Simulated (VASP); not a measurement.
As2I: single point with r2SCAN

The system is As2I.

```xyz
6
Lattice="4.3050 0.0000 0.0000 0.0000 4.3050 0.0000 0.0000 0.0000 8.8173" Properties=species:S:1:pos:R:3 pbc="T T T"
As    0.0000    2.1525    1.4985
As    2.1525    0.0000    7.3188
As    0.0000    0.0000    0.0000
As    2.1525    2.1525    0.0000
I     0.0000    2.1525    5.8223
I     2.1525    0.0000    2.9950
```

```
Program                : VASP 6.6.1
Task                   : single point
Functional             : r2SCAN
Potentials or basis    : VASP PAW PBE potentials, release 64 (As, I)
Cutoff                 : 520 eV
k mesh                 : 8 × 8 × 4
Occupations            : fermi-dirac, width 0.1 eV
Spin                   : no spin polarisation
Dipole correction      : no
Further INCAR settings : ALGO = Normal; EDIFF = 1e-06; NBANDS = 26
```

| Property | Result |
| --- | --- |
| Pressure | 1.5 GPa |
| Largest force | 0.011 eV/Å |
| Band gap on the k mesh | zero (bands 17 and 18 overlap by 3.27 eV) |

Forces in eV/Å, atoms in the order of the input:
```
As   0.000  0.000  0.011
As   0.000  0.000 -0.011
As   0.000  0.000  0.000
As   0.000  0.000  0.000
I    0.000  0.000 -0.004
I    0.000  0.000  0.004
```

Stress tensor (GPa, compression positive):
```
2.13 0.00 0.00
0.00 2.13 0.00
0.00 0.00 0.23
```

Levels at points of the mesh, in eV from the Fermi level:
```
           k point  band 15  band 16  band 17  band 18  band 19  band 20
(0.00, 0.00, 0.00)    -1.18    -0.59    -0.15    -0.15     1.13     1.53
(0.50, 0.00, 0.00)    -0.82    -0.82    -0.60    -0.60     2.15     2.15
(0.50, 0.50, 0.00)    -0.74    -0.74     2.15     2.15     2.16     2.16
(0.00, 0.00, 0.50)    -0.66    -0.60    -0.51    -0.51     0.67     1.45
(0.50, 0.00, 0.50)    -0.86    -0.86     0.06     0.06     2.24     2.24
(0.50, 0.50, 0.50)    -1.59    -1.59     2.67     2.67     2.86     2.86
```

Run time: 3.5 min on 1 thread of Intel(R) Xeon(R) 6975P-C (Granite Rapids), on a shared host, peak memory 0.39 GiB.

Caveat: the PAW data sets were made with another functional, which shifts forces and pressure a little; spin-orbit coupling is left out, which moves the levels of the heavy elements.
